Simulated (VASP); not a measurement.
# Cs: single point with LDA

Cs:

```xyz
3
Lattice="8.3324 0.0000 0.0000 -4.1662 7.2161 0.0000 0.0000 0.0000 4.9860" Properties=species:S:1:pos:R:3 pbc="T T T"
Cs   -4.1662    7.2161    0.0000
Cs    0.0000    4.8107    2.4930
Cs    4.1662    2.4054    2.4930
```

This isn't the form of Cs at room conditions, which is bcc.

```json
{"Program": "VASP 6.6.1", "Task": "single point", "Functional": "LDA", "Potentials or basis": "VASP PAW LDA potentials, release 64 (Cs_sv)", "Cutoff": "520 eV", "k mesh": "5 × 5 × 7", "Occupations": "fermi-dirac, width 0.1 eV", "Spin": "no spin polarisation", "Dipole correction": "no", "Further INCAR settings": "ALGO = Normal; EDIFF = 1e-07; NBANDS = 20"}
```

```yaml
Pressure: -0.1 GPa
Band_gap_on_the_k_mesh: zero (an odd number of electrons rules out a gap without spin polarisation)
```

Levels at points of the mesh, in eV from the Fermi level:
```tsv
k point	band 11	band 12	band 13	band 14	band 15	band 16
(0.00, 0.00, 0.00)	-10.44	-10.40	-1.82	0.62	0.97	0.97
```

Wall time 74 s on 1 thread of Intel(R) Xeon(R) Platinum 8259CL CPU @ 2.50GHz (Skylake/Cascade Lake), with other jobs on the host, peak memory 0.34 GiB.

Caveat: spin-orbit coupling is left out, which moves the levels of the heavy elements.
